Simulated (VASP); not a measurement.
# Rh in VASP: further runs, part 2 of 2

VASP 6.6.1.

**4. Single point, PBE**

The input, INCAR:

```
ALGO = Normal
DIPOL = 0.5 0.5 0.500
EDIFF = 1E-6
ENCUT = 520
GGA = PE
IDIPOL = 3
ISIF = 2
ISMEAR = -1
LASPH = True
LCHARG = False
LDIPOL = True
LREAL = False
LWAVE = False
NBANDS = 30
NELM = 80
PREC = Accurate
SIGMA = 0.05
```

The input, KPOINTS:

```
k-points
0
Gamma
  13 13 1
```

The input, POSCAR:

```
Rh
1.0
    2.7085099833      0.0000000000      0.0000000000
    0.0000000000      2.7085099833      0.0000000000
    0.0000000000      0.0000000000     19.8304000000
Rh
3
Direct
    0.0000000000      0.0000000000      0.4072414055
    0.5000000000      0.5000000000      0.4999999980
    0.0000000000      0.0000000000      0.5927585965
```

Potentials or basis: VASP PAW PBE potentials, release 64 (Rh_pv).

Command:

```bash
cat potpaw_PBE.64/Rh_pv/POTCAR > POTCAR
mpirun -np 1 vasp_std > vasp.out
```

OUTCAR:

```text
EDIFF = 1E-6
   ENCUT = 520
   GGA = PE
   ISIF = 2
   ISMEAR = -1
   LASPH = True
   LREAL = False
   NELM = 80
   PREC = Accurate

 ion  position               nearest neighbor table
   1  0.000  0.000  0.407-   2 2.66   2 2.66   2 2.66   2 2.66
   2  0.500  0.500  0.500-   1 2.66   1 2.66   1 2.66   1 2.66   3 2.66   3 2.66   3 2.66   3 2.66

   3  0.000  0.000  0.593-   2 2.66   2 2.66   2 2.66   2 2.66

  LATTYP: Found a simple tetragonal cell.
 ALAT       =     2.7085099833
 C/A-ratio  =     7.3215163032

  Lattice vectors:

 A1 = (   2.7085099833,   0.0000000000,   0.0000000000)
 A2 = (   0.0000000000,   2.7085099833,   0.0000000000)
 A3 = (   0.0000000000,   0.0000000000,  19.8304000000)

Analysis of symmetry for initial positions (statically):
=====================================================================
 Subroutine PRICEL returns:
 Original cell was already a primitive cell.

 Routine SETGRP: Setting up the symmetry group for a
 simple tetragonal supercell.

 Subroutine GETGRP returns: Found 16 space group operations
 (whereof 16 operations were pure point group operations)
 out of a pool of 16 trial point group operations.

The static configuration has the point symmetry D_4h.

Analysis of symmetry for dynamics (positions and initial velocities):
=====================================================================
 Subroutine PRICEL returns:
 Original cell was already a primitive cell.

 Routine SETGRP: Setting up the symmetry group for a
 simple tetragonal supercell.

 Subroutine GETGRP returns: Found 16 space group operations
 (whereof 16 operations were pure point group operations)
 out of a pool of 16 trial point group operations.

The dynamic configuration has the point symmetry D_4h.

 Subroutine INISYM returns: Found 16 space group operations
 (whereof 16 operations are pure point group operations),
 and found     1 'primitive' translations

----------------------------------------------------------------------------------------

                                     Primitive cell

  volume of cell :     145.4763

  direct lattice vectors                    reciprocal lattice vectors
     2.708509983  0.000000000  0.000000000     0.369206688  0.000000000  0.000000000
     0.000000000  2.708509983  0.000000000     0.000000000  0.369206688  0.000000000
     0.000000000  0.000000000 19.830400000     0.000000000  0.000000000  0.050427626

  length of vectors
     2.708509983  2.708509983 19.830400000     0.369206688  0.369206688  0.050427626

  position of ions in fractional coordinates (direct lattice)
     0.000000000  0.000000000  0.407241406
     0.500000000  0.500000000  0.499999998
     0.000000000  0.000000000  0.592758596

  ion indices of the primitive-cell ions
   primitive index   ion index
                 1           1
                 2           2
                 3           3

----------------------------------------------------------------------------------------

 KPOINTS: k-points

Automatic generation of k-mesh.
 Grid dimensions read from file:
 generate k-points for:   13   13    1

 Generating k-lattice:

  Cartesian coordinates                     Fractional coordinates (reciprocal lattice)
     0.028400514  0.000000000  0.000000000     0.076923077  0.000000000  0.000000000
     0.000000000  0.028400514  0.000000000     0.000000000  0.076923077  0.000000000
     0.000000000  0.000000000  0.050427626     0.000000000  0.000000000  1.000000000

  Length of vectors
     0.028400514  0.028400514  0.050427626

  Shift w.r.t. Gamma in fractional coordinates (k-lattice)
     0.000000000  0.000000000  0.000000000

 Subroutine IBZKPT returns following result:
 ===========================================

 Found     28 irreducible k-points:

 Following reciprocal coordinates:
            Coordinates               Weight
  0.000000  0.000000  0.000000      1.000000
  0.076923  0.000000  0.000000      4.000000
  0.153846  0.000000  0.000000      4.000000
  0.230769  0.000000  0.000000      4.000000
  0.307692  0.000000  0.000000      4.000000
  0.384615  0.000000  0.000000      4.000000
[... 16 lines left out ...]
  0.307692  0.307692  0.000000      4.000000
  0.384615  0.307692  0.000000      8.000000
 [... further k-points ...]
   k-points           NKPTS =     28   k-points in BZ     NKDIM =     28   number of bands    NBANDS=     30
   number of dos      NEDOS =    301   number of ions     NIONS =      3
   total plane-waves  NPLWV =  60000
   dimension x,y,z NGX =    20 NGY =   20 NGZ =  150
   dimension x,y,z NGXF=    40 NGYF=   40 NGZF=  300
   ions per type =               3
   NGX,Y,Z   is equivalent  to a cutoff of  12.28, 12.28, 12.58 a.u.
   NGXF,Y,Z  is equivalent  to a cutoff of  24.55, 24.55, 25.15 a.u.
 SYSTEM =  unknown system
   PREC   = accura    normal or accurate (medium, high low for compatibility)
   ISTART =      0    job   : 0-new  1-cont  2-samecut
   ICHARG =      2    charge: 1-file 2-atom 10-const
   ISPIN  =      1    spin polarized calculation?
   LNONCOLLINEAR =      F non collinear calculations
   LSORBIT =      F    spin-orbit coupling
   LASPH  =      T    aspherical Exc in radial PAW
   ENCUT  =  520.0 eV  38.22 Ry    6.18 a.u.   5.04  5.04 36.87*2*pi/ulx,y,z
   NELM   =     80;   NELMIN=  2; NELMDL= -5     # of ELM steps
   EDIFF  = 0.1E-05   stopping-criterion for ELM
   LREAL  =      F    real-space projection
   EDIFFG = 0.1E-04   stopping-criterion for IOM
   NSW    =      0    number of steps for IOM
   IBRION =     -1    ionic relax: 0-MD 1-quasi-New 2-CG
   NFREE  =      0    steps in history (QN), initial steepest desc. (CG)
   ISIF   =      2    stress and relaxation
   ISYM   =      2    0-nonsym 1-usesym 2-fastsym
   POTIM  = 0.5000    time-step for ionic-motion
   TEBEG  =    0.0;   TEEND  =   0.0 temperature during run
   PSTRESS=    0.0 pullay stress
   NELECT =      45.0000    total number of electrons
   NUPDOWN=      -1.0000    fix difference up-down
   EMIN   =  10.00;   EMAX   =-10.00  energy-range for DOS
   EFERMI =   0.00;   METHOD = LEGACY
   ISMEAR =    -1;   SIGMA  =   0.05  broadening in eV -4-tet -1-fermi 0-gaus
   EFERMI_NEDOS =   21; number of points for ismear=-14 and -15
   IALGO  =     38    algorithm
   IMIX   =      4    mixing-type and parameters
     AMIX     =   0.40;   BMIX     =  1.00
     AMIX_MAG =   1.60;   BMIX_MAG =  1.00
  volume/ion in A,a.u.               =      48.49       327.24
  Fermi-wavevector in a.u.,A,eV,Ry     =   1.107171  2.092251 16.678411  1.225829
  Thomas-Fermi vector in A             =   2.243682
   LORBIT       =      0    0 simple, 1 ext, 2 COOP (PROOUT), +10 PAW based schemes
   GGA     = PE    functional components
   LHFCALC =     F    Hartree Fock is set to
   AEXX    =    0.0000 exact exchange contribution
   IVDW    =     0    specifies the selected vdW correction
   LEPSILON=     F    determine dielectric tensor
   LRPA    =     F    only Hartree local field effects (RPA)
 non-spin polarized calculation
  energy-cutoff  :      520.00
  volume of cell :      145.48
 maximum number of plane-waves:      3947
   NGX = 11   NGY = 11   NGZ = 73

 dipolmoment           0.000000      0.000000     -0.000000 electrons x Angstroem

 number of electron      45.0000018 magnetization

 dipolmoment           0.000000      0.000000      0.000000 electrons x Angstroem

 Free energy of the ion-electron system (eV)
  ---------------------------------------------------
  ext. energy  EPLUGINS =         0.00000000
  ---------------------------------------------------
  free energy    TOTEN  =       -19.66819626 eV

  energy without entropy =      -19.62924239  energy(sigma->0) =      -19.64871932

 E-fermi :  -0.1264     XC(G=0):  -4.9715

 val. band max:       -0.1376944951   @ k =   0.4615   0.4615   0.0000
 cond. band min:      -0.0946624254   @ k =   0.0769   0.0000   0.0000
 fundamental gap:      0.0430320697
 Fermi energy:        -0.1264331409

 k-point     1 :       0.0000    0.0000    0.0000
  band No.  band energies     occupation
      1     -46.9919      2.00000
      2     -46.7818      2.00000
      3     -46.7818      2.00000
      4     -46.2020      2.00000
      5     -46.1109      2.00000
      6     -46.1109      2.00000
[... 781 lines left out ...]
     29       8.5556      0.00000
     30       9.5249      0.00000

 [... further k-points ...]

------------------------ aborting loop because EDIFF is reached ----------------------------------------

 vacuum level on the upper side and lower side of the slab       (xc-potential included)        -0.171        -0.171

  FORCE on cell =-STRESS in cart. coord.  units (eV):
  Direction    XX          YY          ZZ          XY          YZ          ZX
  --------------------------------------------------------------------------------------
  -------------------------------------------------------------------------------------
  Total       -2.0205032     -2.0205032     -0.0392818      0.0000000      0.0000000      0.0000000
  in kB      -22.2524470    -22.2524470     -0.4326227      0.0000000      0.0000000      0.0000000
  external PRESSURE =     -14.9791722 kB  Pullay stress =       0.0000000 kB

 VOLUME and BASIS-vectors are now :
 -----------------------------------------------------------------------------
  energy-cutoff  :      520.00
  volume of cell :      145.48
      direct lattice vectors                 reciprocal lattice vectors
     2.708509983  0.000000000  0.000000000     0.369206688  0.000000000  0.000000000
     0.000000000  2.708509983  0.000000000     0.000000000  0.369206688  0.000000000
     0.000000000  0.000000000 19.830400000     0.000000000  0.000000000  0.050427626

 POSITION                                       TOTAL-FORCE (eV/Angst)
 -----------------------------------------------------------------------------------
      0.00000      0.00000      8.07576         0.000000      0.000000      0.005227
      1.35425      1.35425      9.91520         0.000000     -0.000000     -0.000000
      0.00000      0.00000     11.75464         0.000000      0.000000     -0.005227
 -----------------------------------------------------------------------------------
    total drift:                               -0.000000     -0.000000      0.000006

  FREE ENERGIE OF THE ION-ELECTRON SYSTEM (eV)
  ---------------------------------------------------
  free  energy   TOTEN  =       -19.6681962569 eV

  energy  without entropy=      -19.6292423892  energy(sigma->0) =      -19.64871932

 vacuum level on the upper side and lower side of the slab         4.679         4.679
```

OSZICAR:

```text
N       E                     dE             d eps       ncg     rms          rms(c)
DAV:   1     0.394475782959E+03    0.39448E+03   -0.28130E+04  2256   0.136E+03
DAV:   2    -0.118103955193E+02   -0.40629E+03   -0.39404E+03  1844   0.398E+02
DAV:   3    -0.208800107055E+02   -0.90696E+01   -0.88742E+01  1902   0.667E+01
[... 14 lines left out ...]
DAV:  18    -0.196681567685E+02   -0.29720E-04   -0.15351E-06  1294   0.340E-03    0.856E-04
DAV:  19    -0.196681818507E+02   -0.25082E-04   -0.12036E-06  1222   0.254E-03    0.668E-04
DAV:  20    -0.196681933080E+02   -0.11457E-04   -0.52058E-07  1206   0.170E-03    0.269E-04
DAV:  21    -0.196681958077E+02   -0.24997E-05   -0.11048E-07  1146   0.772E-04    0.114E-04
DAV:  22    -0.196681962569E+02   -0.44928E-06   -0.17380E-08  1106   0.373E-04
   1 F= -.19668196E+02 E0= -.19648719E+02  d E =-.389539E-01
```

It took 67 s on 1 thread of AMD EPYC 9R45 (Zen 5), shared host; peak memory 0.24 GiB.

What came out:

- Free energy: -19.6682 eV
- Largest force: 0.005 eV/Å
- Band gap on the k mesh: zero (an odd number of electrons rules out a gap without spin polarisation)

Forces in eV/Å, atoms in the order of the input:
```
Rh   0.000  0.000  0.005
Rh   0.000  0.000  0.000
Rh   0.000  0.000 -0.005
```

Levels at points of the mesh, in eV from the Fermi level:
```tsv
k point	band 20	band 21	band 22	band 23	band 24	band 25
(0.00, 0.00, 0.00)	-0.84	-0.77	-0.77	0.20	0.39	0.62
```

**5. Single point, PBE**

The input, INCAR:

```
PREC = Accurate
ENCUT = 520
EDIFF = 1E-7
ISMEAR = -1
SIGMA = 0.05
LREAL = F
LASPH = T
NELM = 80
ALGO = Normal
ISIF = 2
LWAVE = F
LCHARG = F
LDIPOL = T
IDIPOL = 3
DIPOL = 0.5 0.5 0.500
GGA = PE
NBANDS = 30
```

The input, KPOINTS:

```
Automatic mesh
0
Gamma
  13 13 1
```

The input, POSCAR:

```
Rh
1.0
    2.7085099833      0.0000000000      0.0000000000
    0.0000000000      2.7085099833      0.0000000000
    0.0000000000      0.0000000000     19.8304000000
Rh
3
Direct
    0.0000000000      0.0000000000      0.4073265489
    0.5000000000      0.5000000000      0.5000000002
    0.0000000000      0.0000000000      0.5926734508
```

Command:

```bash
cat potpaw_PBE.64/Rh_pv/POTCAR > POTCAR
mpirun -np 1 vasp_std > vasp.out
```

It took 72 s on 1 thread of AMD EPYC 9R45 (Zen 5), shared host; peak memory 0.24 GiB.

The run converged. Its results:

* Free energy: -19.6682 eV
* Largest force: 0.011 eV/Å
* Band gap on the k mesh: zero (an odd number of electrons rules out a gap without spin polarisation)

Forces on the atoms (eV/Å):
```
Rh   0.000  0.000 -0.011
Rh   0.000  0.000  0.000
Rh   0.000  0.000  0.011
```

Levels at points of the mesh, in eV from the Fermi level:
| k point | band 20 | band 21 | band 22 | band 23 | band 24 | band 25 |
| --- | --- | --- | --- | --- | --- | --- |
| (0.00, 0.00, 0.00) | -0.85 | -0.77 | -0.77 | 0.19 | 0.39 | 0.62 |

**6. Single point, PBE**

The input, INCAR:

```
  PREC = Accurate
  ENCUT = 520
  EDIFF = 1E-7
  ISMEAR = -1
  SIGMA = 0.05
  LREAL = F
  LASPH = T
  NELM = 100
  ALGO = Normal
  ISIF = 2
  LWAVE = F
  LCHARG = F
  LDIPOL = T
  IDIPOL = 3
  DIPOL = 0.5 0.5 0.500
  GGA = PE
  NBANDS = 30
  EFIELD = -0.1
```

The input, KPOINTS:

```
regular mesh
0
Gamma
  13 13 1
```

The input, POSCAR:

```
Rh
1.0
    2.7085099833      0.0000000000      0.0000000000
    0.0000000000      2.7085099833      0.0000000000
    0.0000000000      0.0000000000     19.8304000000
Rh
3
Direct
    0.0000000000      0.0000000000      0.4072414054
    0.5000000000      0.5000000000      0.4999999980
    0.0000000000      0.0000000000      0.5927585965
```

Potentials or basis: VASP PAW PBE potentials, release 64 (Rh_pv).

Command:

```bash
cat potpaw_PBE.64/Rh_pv/POTCAR > POTCAR
mpirun -np 1 vasp_std > vasp.out
```

Wall time 86 s (1 thread of AMD EPYC 9R45 (Zen 5), shared host); peak memory 0.24 GiB.

It converged, with:

```
Free energy            : -19.6696 eV
Largest force          : 0.008 eV/Å
Band gap on the k mesh : zero (an odd number of electrons rules out a gap without spin polarisation)
```

Forces on the atoms (eV/Å):
```
Rh   0.000  0.000  0.008
Rh   0.000  0.000 -0.005
Rh   0.000  0.000 -0.002
```

Levels at points of the mesh, in eV from the Fermi level:
```tsv
k point	band 19	band 20	band 21	band 22	band 23	band 24	band 25	band 26
(0.00, 0.00, 0.00)	-1.08	-0.84	-0.77	-0.77	0.20	0.39	0.62	0.66
```

**7. Single point, PBE**

The input, INCAR:

```
SYSTEM = Rh
PREC     = Accurate       ! precision mode
ENCUT    = 520            ! plane-wave cutoff, eV
EDIFF    = 1E-7           ! SCF threshold, eV
ISMEAR   = -1             ! smearing method
SIGMA    = 0.05           ! smearing width, eV
LREAL    = .False.        ! projectors in reciprocal space
LASPH    = .True.         ! aspherical terms in the spheres
NELM     = 60             ! most SCF steps
ALGO     = Normal         ! electronic algorithm
ISIF     = 2              ! what is computed and relaxed
LWAVE    = .False.        ! write WAVECAR
LCHARG   = .False.        ! write CHGCAR
LDIPOL   = .True.       
IDIPOL   = 3            
DIPOL    = 0.5 0.5 0.500
GGA      = PE             ! functional
NBANDS   = 30             ! bands
```

The input, KPOINTS:

```
regular mesh
0
Gamma
  13 13 1
  0 0 0
```

POSCAR is that of step 6.

Command:

```bash
cat potpaw_PBE.64/Rh_pv/POTCAR > POTCAR
mpirun -np 1 vasp_std > vasp.out
```

It took 1.7 min on 1 thread of AMD EPYC 9R45 (Zen 5), shared host; peak memory 0.24 GiB.

It converged, with:

| Quantity | Value |
| --- | --- |
| Free energy | -19.6682 eV |
| Largest force | 0.005 eV/Å |
| Band gap on the k mesh | zero (an odd number of electrons rules out a gap without spin polarisation) |

Forces in eV/Å, atoms in the order of the input:
```
Rh   0.000  0.000  0.005
Rh   0.000  0.000  0.000
Rh   0.000  0.000 -0.005
```

Levels at points of the mesh, in eV from the Fermi level:
| k point | band 20 | band 21 | band 22 | band 23 | band 24 | band 25 |
| --- | --- | --- | --- | --- | --- | --- |
| (0.00, 0.00, 0.00) | -0.84 | -0.77 | -0.77 | 0.20 | 0.39 | 0.62 |

**8. Summary**

```tsv
cell	electric field (eV/Å)	gap on the mesh (eV)	largest force (eV/Å)
as given, atomic positions A	-	none	0.65
as given, atomic positions B	-	none	0.01
as given, atomic positions C	-	none	0.01
as given, atomic positions B	-0.1 eV/Å	none	0.01
```

Alike in all rows: task single point; level PBE; potentials or basis VASP PAW PBE potentials, release 64 (Rh_pv); no spin polarisation; k mesh 13 × 13 × 1; cutoff (eV) 520; smearing fermi-dirac 0.05 eV.

Total energies depend on the potentials used, so only differences within one code and one set of settings carry meaning.

The gap in the log of VASP goes by the Fermi energy; the results here count the filled bands.